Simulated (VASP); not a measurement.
Here is a VASP 6.6.1 calculation.

Contents of INCAR:

```
PREC = Accurate
ENCUT = 600
EDIFF = 1E-6
ISMEAR = -1
SIGMA = 0.05
LREAL = False
LASPH = True
NELM = 60
ALGO = Fast
ISIF = 3
LWAVE = False
LCHARG = False
GGA = B5
ALDAX = 1.0
AGGAX = 1.0
AGGAC = 1.0
ALDAC = 0.0
IVDW = 13
VDW_S6 = 1.0
VDW_S8 = 2.34076671
VDW_A1 = 0.44488865
VDW_A2 = 4.0933009
IBRION = 2
NSW = 60
EDIFFG = -0.01
```

The input KPOINTS:

```
Automatic mesh
0
Gamma
  7 7 9
```

Contents of POSCAR:

```
Ti
1.0
    4.5673748306      0.0000000000      0.0000000000
   -2.2836874153      3.9554626319      0.0000000000
    0.0000000000      0.0000000000      2.8262442700
Ti
3
Direct
    0.6666666667      0.3333333333      0.5000000000
    0.3333333333      0.6666666667      0.5000000000
    0.0000000000      0.0000000000      0.0000000000
```

Potentials or basis: VASP PAW PBE potentials, release 64 (Ti_sv).

The run is started by

```console
$ cat potpaw_PBE.64/Ti_sv/POTCAR > POTCAR
$ mpirun -np 1 vasp_std > vasp.out
```

Problem. Predict the band gap on the k mesh.

Solution. Zero (bands 18 and 19 overlap by 0.26 eV).

Problem. Estimate the space group after relaxing (to 0.1 Å).

Solution. P6/mmm (No. 191).

Final structure:
```
Ti
1.0
     4.56131    0.00000    0.00000
    -2.28065    3.95021    0.00000
     0.00000    0.00000    2.82670
Ti
3
Direct
  0.66667 0.33333 0.50000
  0.33333 0.66667 0.50000
  0.00000 0.00000 0.00000
```
